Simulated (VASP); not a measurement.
Write the native input for VASP 6.6.1 that does the following.

```yaml
Task: single point
Functional: LDA
Potentials_or_basis: VASP PAW LDA potentials, release 64 (Ba_sv, Zr_sv, O)
Cutoff: 520 eV
k_mesh: 4 × 4 × 4
Occupations: gaussian, width 0.01 eV
Spin: no spin polarisation
Dipole_correction: no
Further_INCAR_settings: ALGO = Normal; EDIFF = 1e-07; NBANDS = 28
```

The structure of BaZrO3 lies in POSCAR:

```
BaZrO3
1.0
    4.0481197956      0.0000000000      0.0000000000
    0.0000000000      4.0481197956      0.0000000000
    0.0000000000      0.0000000000      4.0481197956
Ba Zr O
1 1 3
Direct
    0.0000000000      0.0000000000      0.0000000000
    0.5000000000      0.5000000000      0.5000000000
    0.0000000000      0.5000000000      0.5000000000
    0.5000000000      0.0000000000      0.5000000000
    0.5000000000      0.5000000000      0.0000000000
```

One way to write it, as run:

INCAR

```
  PREC = Accurate
  ENCUT = 520
  EDIFF = 1E-7
  ISMEAR = 0
  SIGMA = 0.01
  LREAL = F
  LASPH = T
  NELM = 60
  ALGO = Normal
  ISIF = 2
  LWAVE = F
  LCHARG = T
  LELF = T
  LVHAR = T
  NBANDS = 28
```

KPOINTS

```
Automatic mesh
0
Gamma
  4 4 4
```

Potentials or basis: VASP PAW LDA potentials, release 64 (Ba_sv, Zr_sv, O).

The run is started by

```bash
$ cat potpaw_LDA.64/Ba_sv/POTCAR potpaw_LDA.64/Zr_sv/POTCAR potpaw_LDA.64/O/POTCAR > POTCAR
$ mpirun -np 1 vasp_std > vasp.out
```

It gave:

The pressure is 17.0 GPa. The band gap on the k mesh is 3.26 eV, indirect (least direct gap 3.31 eV).

Caveat: spin-orbit coupling is left out, which moves the levels of the heavy elements.

It took 24 s on 1 thread of AMD EPYC 7R43 64-Core Processor (Zen 3), on a shared host, peak memory 0.12 GiB.
